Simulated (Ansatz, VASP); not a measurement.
**Al5GaN6 in VASP and in Ansatz**

```
Al Ga N
1.0
     2.90168    0.00000    0.00000
    -1.45084    2.51293    0.00000
     0.00000    0.00000   14.22550
Al Ga N
5 1 6
Direct
  0.33333 0.66667 0.83501
  0.66667 0.33333 0.67000
  0.33333 0.66667 0.33000
  0.66667 0.33333 0.16499
  0.00000 0.00000 0.00000
  0.00000 0.00000 0.50000
  0.66667 0.33333 0.91751
  0.00000 0.00000 0.75256
  0.33333 0.66667 0.58895
  0.66667 0.33333 0.41105
  0.00000 0.00000 0.24744
  0.33333 0.66667 0.08249
```

Alike in both runs: functional PBE; k mesh 6 × 6 × 1; occupations gaussian, width 0.1 eV; no spin polarisation.

Ansatz relaxed the structure, and its values are those at the end. VASP's run is a single point on that final structure, the one shown.

|  | VASP | Ansatz |
| --- | --- | --- |
| version | VASP 6.6.1 | Ansatz 0.2.0 |
| potentials or method | VASP PAW PBE potentials, release 64 (Al, Ga_d, N), cutoff 520 eV | scalar-relativistic, plane waves, PAW |
| valence electrons in the cell | 58 | 58 |

|  | VASP | Ansatz | Ansatz less VASP |
| --- | --- | --- | --- |
| gap on the k mesh at the Fermi level (eV) | 3.16 | 3.18 | +0.015 |
| least direct gap on the mesh (eV) | 3.88 | 3.90 | +0.018 |
| pressure (GPa) | 0.0 | 0.0 | +0.03 |
| rms of the force components (eV/Å) | 0.012 | 0.000 | -0.0115 |

With one functional, cell and mesh, what is left measures potentials, basis and numerics.

The k mesh is coarse, so the values compare programs but aren't converged.
